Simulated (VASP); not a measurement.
Zn2S:

```
Zn S
1.0
     4.48717    0.00000    0.00000
    -2.24358    3.88600    0.00000
     0.00000    0.00000    2.85245
Zn S
2 1
Direct
  0.33333 0.66667 0.50000
  0.66667 0.33333 0.50000
  0.00000 0.00000 0.00000
```

- Program: VASP 6.6.1
- Task: relaxation of cell and atoms
- Functional: PBE
- Potentials or basis: VASP PAW PBE potentials, release 64 (Zn, S)
- Cutoff: 600 eV
- k mesh: 12 × 12 × 16
- Occupations: gaussian, width 0.1 eV
- Spin: no spin polarisation

At the start: pressure 3.1 GPa; volume 16.58 Å³/atom.

Question: Where does the relaxation end?

Answer: Over 21 steps the energy falls by 126.2 meV/atom and the volume is 18.24 Å³/atom (+10.0 %); space group P6/mmm (No. 191, to 0.1 Å) before and after.

Step by step:
```csv
step,energy change (eV),largest force (eV/Å),pressure (GPa),volume (Å³)
1,0.0000,0.0000,3.08,49.74
2,-0.0243,0.0000,0.22,52.07
3,-0.0246,0.0000,-0.10,52.38
4,-0.0262,0.0000,-0.07,52.39
5,-0.0304,0.0000,0.04,52.42
6,-0.0615,0.0000,0.29,52.44
7,-0.2101,0.0000,0.83,52.33
8,-0.3366,0.0000,4.21,51.52
9,-0.3488,0.0000,3.29,51.74
10,-0.3481,0.0000,3.46,51.70
11,-0.3485,0.0000,3.47,51.72
12,-0.3493,0.0000,3.48,51.79
13,-0.3495,0.0000,3.46,51.91
14,-0.3496,0.0000,3.48,51.87
15,-0.3506,0.0000,3.42,51.91
16,-0.3534,0.0000,3.22,52.05
17,-0.3586,0.0000,2.84,52.33
18,-0.3671,0.0000,2.11,52.88
19,-0.3769,0.0000,0.76,54.01
20,-0.3706,0.0000,-1.57,56.31
21,-0.3785,0.0000,-0.03,54.73
```

Final structure:
```
Zn S
1.0
     4.20841    0.00000    0.00000
    -2.10421    3.64459    0.00000
     0.00000    0.00000    3.56823
Zn S
2 1
Cartesian
  0.0000 2.4297 1.7841
  2.1042 1.2149 1.7841
  0.0000 0.0000 0.0000
```

Caveat: a cell axis changed by over 15 % at a fixed basis, so the end point is rough.
